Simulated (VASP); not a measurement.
# Ir (I4/mmm) in VASP: a series of runs

Ir is run at these levels: r2SCAN; tasks: single point.

Everything below comes from runs of VASP 6.6.1. Logs are shortened: lines on timing, memory, paths and dates and some standing lists are left out, and cuts for length are marked.

## (1) The cell of the first run

Symmetry: I4/mmm, No. 139, tetragonal system. Conventional cell: a = 2.783 Å, b = 2.783 Å, c = 4.031 Å, α = 90.00°, β = 90.00°, γ = 90.00°. Within 3.7 Å of Ir (site symmetry 4/mmm) lie 12 Ir at 2.78 to 2.82 Å.

## (2) Single point, r2SCAN (strain +0.025 along x and y, +0.050 along z)

POSCAR

```
Ir
1.0
    0.0000000000      1.9676925000      2.0156850000
    1.9676925000      0.0000000000      2.0156850000
    1.9676925000      1.9676925000      0.0000000000
Ir
1
Direct
    0.0000000000      0.0000000000      0.0000000000
```

INCAR.step1

```
  PREC = Accurate
  ENCUT = 520
  ISMEAR = 0
  SIGMA = 0.15
  LREAL = False
  LASPH = True
  NELM = 80
  NBANDS = 10
  GGA = PE
  ALGO = Normal
  EDIFF = 1E-4
  LWAVE = True
  LCHARG = False
```

INCAR.step2

```
  PREC = Accurate
  ENCUT = 520
  EDIFF = 1E-6
  ISMEAR = 0
  SIGMA = 0.15
  LREAL = False
  LASPH = True
  NELM = 80
  ALGO = Normal
  ISIF = 2
  LWAVE = False
  LCHARG = False
  METAGGA = R2SCAN
  LMIXTAU = True
  NBANDS = 10
  ISTART = 1
```

KPOINTS

```
Automatic mesh
0
Gamma
  22 22 22
```

Potentials or basis: VASP PAW PBE potentials, release 64 (Ir).

Launch:

```sh
$ cat potpaw_PBE.64/Ir/POTCAR > POTCAR
$ cp INCAR.step1 INCAR
$ mpirun -np 1 vasp_std > vasp.out
$ cp INCAR.step2 INCAR
$ mpirun -np 1 vasp_std > vasp.out
```

OUTCAR:

```text
PREC = Accurate
   ENCUT = 520
   EDIFF = 1E-6
   ISMEAR = 0
   LREAL = False
   LASPH = True
   NELM = 80
   ISIF = 2
   METAGGA = R2SCAN
   ISTART = 1

 ion  position               nearest neighbor table
   1  0.000  0.000  0.000-

  LATTYP: Found a body centered tetragonal cell.
 ALAT       =     2.7827374201
 C/A-ratio  =     1.4487065761

  Lattice vectors:

 A1 = (  -1.9676925000,   0.0000000000,   2.0156850000)
 A2 = (   1.9676925000,   0.0000000000,   2.0156850000)
 A3 = (   0.0000000000,   1.9676925000,  -2.0156850000)

Analysis of symmetry for initial positions (statically):
=====================================================================
 Subroutine PRICEL returns:
 Original cell was already a primitive cell.

 Routine SETGRP: Setting up the symmetry group for a
 body centered tetragonal supercell.

 Subroutine GETGRP returns: Found 16 space group operations
 (whereof 16 operations were pure point group operations)
 out of a pool of 16 trial point group operations.

The static configuration has the point symmetry D_4h.

Analysis of symmetry for dynamics (positions and initial velocities):
=====================================================================
 Subroutine PRICEL returns:
 Original cell was already a primitive cell.

 Routine SETGRP: Setting up the symmetry group for a
 body centered tetragonal supercell.

 Subroutine GETGRP returns: Found 16 space group operations
 (whereof 16 operations were pure point group operations)
 out of a pool of 16 trial point group operations.

The dynamic configuration has the point symmetry D_4h.

 Subroutine INISYM returns: Found 16 space group operations
 (whereof 16 operations are pure point group operations),
 and found     1 'primitive' translations

----------------------------------------------------------------------------------------

                                     Primitive cell

  volume of cell :      15.6087

  direct lattice vectors                    reciprocal lattice vectors
     0.000000000  1.967692500  2.015685000    -0.254104745  0.254104745  0.248054632
     1.967692500  0.000000000  2.015685000     0.254104745 -0.254104745  0.248054632
     1.967692500  1.967692500  0.000000000     0.254104745  0.254104745 -0.248054632

  length of vectors
     2.816877668  2.816877668  2.782737420     0.436657237  0.436657237  0.436657237

  position of ions in fractional coordinates (direct lattice)
     0.000000000  0.000000000  0.000000000

  ion indices of the primitive-cell ions
   primitive index   ion index
                 1           1

----------------------------------------------------------------------------------------

 KPOINTS: Automatic mesh

Automatic generation of k-mesh.
 Grid dimensions read from file:
 generate k-points for:   22   22   22

 Generating k-lattice:

  Cartesian coordinates                     Fractional coordinates (reciprocal lattice)
    -0.011550216  0.011550216  0.011275211     0.045454545  0.000000000  0.000000000
     0.011550216 -0.011550216  0.011275211     0.000000000  0.045454545  0.000000000
     0.011550216  0.011550216 -0.011275211     0.000000000  0.000000000  0.045454545

  Length of vectors
     0.019848056  0.019848056  0.019848056

  Shift w.r.t. Gamma in fractional coordinates (k-lattice)
     0.000000000  0.000000000  0.000000000

 Subroutine IBZKPT returns following result:
 ===========================================

 Found    834 irreducible k-points:

 Following reciprocal coordinates:
            Coordinates               Weight
  0.000000  0.000000  0.000000      1.000000
  0.045455 -0.000000  0.000000      8.000000
  0.090909 -0.000000  0.000000      8.000000
  0.136364 -0.000000  0.000000      8.000000
  0.181818  0.000000  0.000000      8.000000
  0.227273  0.000000  0.000000      8.000000
[... 16 lines left out ...]
  0.500000  0.045455  0.000000      8.000000
 -0.454545  0.045455  0.000000      8.000000
 [... further k-points ...]
   k-points           NKPTS =    834   k-points in BZ     NKDIM =    834   number of bands    NBANDS=     10
   number of dos      NEDOS =    301   number of ions     NIONS =      1
   total plane-waves  NPLWV =  13824
   dimension x,y,z NGX =    24 NGY =   24 NGZ =   24
   dimension x,y,z NGXF=    48 NGYF=   48 NGZF=   48
   ions per type =               1
   NGX,Y,Z   is equivalent  to a cutoff of  14.16, 14.16, 14.34 a.u.
   NGXF,Y,Z  is equivalent  to a cutoff of  28.33, 28.33, 28.68 a.u.
 SYSTEM =  unknown system
   PREC   = accura    normal or accurate (medium, high low for compatibility)
   ISTART =      1    job   : 0-new  1-cont  2-samecut
   ICHARG =      0    charge: 1-file 2-atom 10-const
   ISPIN  =      1    spin polarized calculation?
   LNONCOLLINEAR =      F non collinear calculations
   LSORBIT =      F    spin-orbit coupling
   LASPH  =      T    aspherical Exc in radial PAW
   ENCUT  =  520.0 eV  38.22 Ry    6.18 a.u.   5.24  5.24  5.17*2*pi/ulx,y,z
   NELM   =     80;   NELMIN=  2; NELMDL=  0     # of ELM steps
   EDIFF  = 0.1E-05   stopping-criterion for ELM
   LREAL  =      F    real-space projection
   EDIFFG = 0.1E-04   stopping-criterion for IOM
   NSW    =      0    number of steps for IOM
   IBRION =     -1    ionic relax: 0-MD 1-quasi-New 2-CG
   NFREE  =      0    steps in history (QN), initial steepest desc. (CG)
   ISIF   =      2    stress and relaxation
   ISYM   =      2    0-nonsym 1-usesym 2-fastsym
   POTIM  = 0.5000    time-step for ionic-motion
   TEBEG  =    0.0;   TEEND  =   0.0 temperature during run
   PSTRESS=    0.0 pullay stress
   NELECT =       9.0000    total number of electrons
   NUPDOWN=      -1.0000    fix difference up-down
   EMIN   =  10.00;   EMAX   =-10.00  energy-range for DOS
   EFERMI =   0.00;   METHOD = LEGACY
   ISMEAR =     0;   SIGMA  =   0.15  broadening in eV -4-tet -1-fermi 0-gaus
   EFERMI_NEDOS =   21; number of points for ismear=-14 and -15
   IALGO  =     38    algorithm
   IMIX   =      4    mixing-type and parameters
     AMIX     =   0.40;   BMIX     =  1.00
     AMIX_MAG =   1.60;   BMIX_MAG =  1.00
  volume/ion in A,a.u.               =      15.61       105.33
  Fermi-wavevector in a.u.,A,eV,Ry     =   1.362594  2.574930 25.261444  1.856664
  Thomas-Fermi vector in A             =   2.489071
   LORBIT       =      0    0 simple, 1 ext, 2 COOP (PROOUT), +10 PAW based schemes
   METAGGA = R2SCAN    functional components
   LHFCALC =     F    Hartree Fock is set to
   AEXX    =    0.0000 exact exchange contribution
   IVDW    =     0    specifies the selected vdW correction
   LEPSILON=     F    determine dielectric tensor
   LRPA    =     F    only Hartree local field effects (RPA)
 non-spin polarized calculation
 Gauss-broadening in eV      SIGMA  =   0.15
  energy-cutoff  :      520.00
  volume of cell :       15.61
 maximum number of plane-waves:       436
 NGX is ok and might be reduce to    24
   NGX = 11   NGY = 11   NGZ = 11

 number of electron       9.0000000 magnetization

 Free energy of the ion-electron system (eV)
  ---------------------------------------------------
  ext. energy  EPLUGINS =         0.00000000
  ---------------------------------------------------
  free energy    TOTEN  =       -52.24562409 eV

  energy without entropy =      -52.23204664  energy(sigma->0) =      -52.23883537

 E-fermi :   8.5206     XC(G=0): -14.6516

 val. band max:        8.5174097169   @ k =  -0.0455   0.3636   0.3182
 cond. band min:       8.5234489926   @ k =  -0.4545   0.4091   0.0455
 fundamental gap:      0.0060392757
 Fermi energy:         8.5205789247

 k-point     1 :       0.0000    0.0000    0.0000
  band No.  band energies     occupation
      1      -1.9196      2.00000
      2       4.9201      2.00000
      3       5.2145      2.00000
      4       5.2145      2.00000
      5       7.2232      2.00000
      6       7.5979      2.00000
      7      23.8246      0.00000
      8      28.6475      0.00000
      9      29.2994      0.00000
     10      29.2994      0.00000

 k-point     2 :       0.0455   -0.0000    0.0000
  band No.  band energies     occupation
      1      -1.8324      2.00000
      2       4.9284      2.00000
      3       5.1987      2.00000
      4       5.2514      2.00000
      5       7.2047      2.00000
      6       7.5725      2.00000
      7      23.9652      0.00000
      8      28.4509      0.00000
      9      29.1260      0.00000
     10      29.4328      0.00000

 k-point     3 :       0.0909   -0.0000    0.0000
  band No.  band energies     occupation
      1      -1.5762      2.00000
      2       4.8937      2.00000
      3       5.2124      2.00000
      4       5.3533      2.00000
      5       7.1627      2.00000
      6       7.5082      2.00000
      7      24.3612      0.00000
      8      27.4547      0.00000
      9      29.3926      0.00000
     10      29.8227      0.00000

 k-point     4 :       0.1364   -0.0000    0.0000
  band No.  band energies     occupation
      1      -1.1681      2.00000
      2       4.7696      2.00000
      3       5.3028      2.00000
      4       5.4918      2.00000
      5       7.1390      2.00000
      6       7.4417      2.00000
      7      24.9266      0.00000
      8      26.1636      0.00000
      9      29.9852      0.00000
     10      30.4379      0.00000
[... 222 lines left out ...]
 k-point    22 :       0.4545    0.0455    0.0000
  band No.  band energies     occupation
      1       1.2234      2.00000
      2       4.8113      2.00000
      3       5.2521      2.00000
      4       7.1871      2.00000
      5       9.1924      0.00000
      6       9.4620      0.00000
      7      16.0737      0.00000
      8      23.7060      0.00000
      9      28.6349      0.00000
     10      28.6957      0.00000

 k-point    23 :       0.5000    0.0455    0.0000
  band No.  band energies     occupation
      1       1.2273      2.00000
      2       4.7799      2.00000
      3       5.1997      2.00000
      4       7.6602      2.00000
      5       9.2485      0.00000
      6       9.8250      0.00000
      7      15.2677      0.00000
      8      23.5440      0.00000
      9      28.0957      0.00000
     10      28.5905      0.00000

 k-point    24 :      -0.4545    0.0455    0.0000
  band No.  band energies     occupation
      1       1.2284      2.00000
      2       4.8008      2.00000
      3       5.1974      2.00000
      4       7.5678      2.00000
      5       9.1379      0.00000
      6       9.8588      0.00000
      7      15.4215      0.00000
      8      23.5735      0.00000
      9      27.9492      0.00000
     10      28.8716      0.00000

 [... further k-points ...]

------------------------ aborting loop because EDIFF is reached ----------------------------------------

  FORCE on cell =-STRESS in cart. coord.  units (eV):
  Direction    XX          YY          ZZ          XY          YZ          ZX
  --------------------------------------------------------------------------------------
  -------------------------------------------------------------------------------------
  Total       -2.3276132     -2.3276132     -3.0036338      0.0000000     -0.0000000      0.0000000
  in kB     -238.9209709   -238.9209709   -308.3120125      0.0000000     -0.0000000      0.0000000
  external PRESSURE =    -262.0513181 kB  Pullay stress =       0.0000000 kB

 VOLUME and BASIS-vectors are now :
 -----------------------------------------------------------------------------
  energy-cutoff  :      520.00
  volume of cell :       15.61
      direct lattice vectors                 reciprocal lattice vectors
     0.000000000  1.967692500  2.015685000    -0.254104745  0.254104745  0.248054632
     1.967692500  0.000000000  2.015685000     0.254104745 -0.254104745  0.248054632
     1.967692500  1.967692500  0.000000000     0.254104745  0.254104745 -0.248054632

 POSITION                                       TOTAL-FORCE (eV/Angst)
 -----------------------------------------------------------------------------------
      0.00000      0.00000      0.00000         0.000000      0.000000     -0.000000
 -----------------------------------------------------------------------------------
    total drift:                               -0.000000     -0.000000     -0.000000

  FREE ENERGIE OF THE ION-ELECTRON SYSTEM (eV)
  ---------------------------------------------------
  free  energy   TOTEN  =       -52.2456240942 eV

  energy  without entropy=      -52.2320466431  energy(sigma->0) =      -52.23883537
```

Run time: 14 min. Hardware: 1 thread of Oxide Virtual Turin-like, shared host; peak memory 0.23 GiB.

Results:

```yaml
Free_energy: -52.2456 eV
Pressure: -26.2 GPa
Band_gap_on_the_k_mesh: zero (an odd number of electrons rules out a gap without spin polarisation)
```

Stress tensor (GPa, compression positive):
```
-23.89   0.00   0.00
  0.00 -23.89   0.00
  0.00   0.00 -30.83
```

Caveat: the cell differs from its parent crystal (strain +0.025 along x and y, +0.050 along z); the stress differs along the axes, from -31 to -24 GPa; the PAW data sets were made with another functional, which shifts forces and pressure a little; spin-orbit coupling is left out, which moves the levels of the heavy elements.

## (3) Single point, r2SCAN (strain +0.050 along x and y, +0.025 along z)

POSCAR

```
Ir
1.0
    0.0000000000      2.0156850000      1.9676925000
    2.0156850000      0.0000000000      1.9676925000
    2.0156850000      2.0156850000      0.0000000000
Ir
1
Direct
    0.0000000000      0.0000000000      0.0000000000
```

INCAR.step1

```
SYSTEM = Ir
PREC = Accurate ; ENCUT = 520
ISMEAR = 0 ; SIGMA = 0.15
LREAL = .False. ; LASPH = .True.
NELM = 60 ; NBANDS = 10
GGA = PE ; ALGO = Normal
EDIFF = 1E-4 ; LWAVE = .True.
LCHARG = .False.
```

INCAR.step2

```
SYSTEM = Ir
PREC = Accurate ; ENCUT = 520
EDIFF = 1E-6 ; ISMEAR = 0
SIGMA = 0.15 ; LREAL = .False.
LASPH = .True. ; NELM = 60
ALGO = Normal ; ISIF = 2
LWAVE = .False. ; LCHARG = .False.
METAGGA = R2SCAN ; LMIXTAU = .True.
NBANDS = 10 ; ISTART = 1
```

KPOINTS

```
Automatic mesh
0
Gamma
  22 22 22
  0 0 0
```

Potentials or basis: VASP PAW PBE potentials, release 64 (Ir).

Launch:

```sh
$ cat potpaw_PBE.64/Ir/POTCAR > POTCAR
$ cp INCAR.step1 INCAR
$ mpirun -np 1 vasp_std > vasp.out
$ cp INCAR.step2 INCAR
$ mpirun -np 1 vasp_std > vasp.out
```

It took 15 min on 1 thread of Oxide Virtual Turin-like, shared host; peak memory 0.23 GiB.

Results (log left out):

```
Free energy            : -52.1771 eV
Pressure               : -31.4 GPa
Band gap on the k mesh : zero (an odd number of electrons rules out a gap without spin polarisation)
```

Stress tensor (GPa, compression positive):
```
-33.54   0.00   0.00
  0.00 -33.54   0.00
  0.00   0.00 -27.14
```

Levels at points of the mesh, in eV from the Fermi level:
| k point | band 1 | band 2 | band 3 | band 4 | band 5 | band 6 | band 7 | band 8 | band 9 |
| --- | --- | --- | --- | --- | --- | --- | --- | --- | --- |
| (0.00, 0.00, 0.00) | -10.19 | -3.37 | -3.37 | -3.09 | -1.25 | -0.90 | 15.33 | 20.23 | 20.23 |
| (0.50, 0.00, 0.00) | -7.13 | -3.55 | -3.25 | -0.32 | 0.68 | 0.84 | 6.49 | 14.93 | 19.48 |
| (0.50, 0.50, 0.00) | -6.78 | -6.32 | 0.65 | 1.30 | 1.30 | 2.18 | 9.89 | 11.46 | 11.46 |
| (0.50, 0.00, 0.50) | -6.83 | -6.30 | 0.67 | 1.14 | 1.40 | 1.69 | 9.28 | 11.82 | 12.00 |

Caveat: the cell differs from its parent crystal (strain +0.050 along x and y, +0.025 along z); the stress differs along the axes, from -34 to -27 GPa; the PAW data sets were made with another functional, which shifts forces and pressure a little; spin-orbit coupling is left out, which moves the levels of the heavy elements.
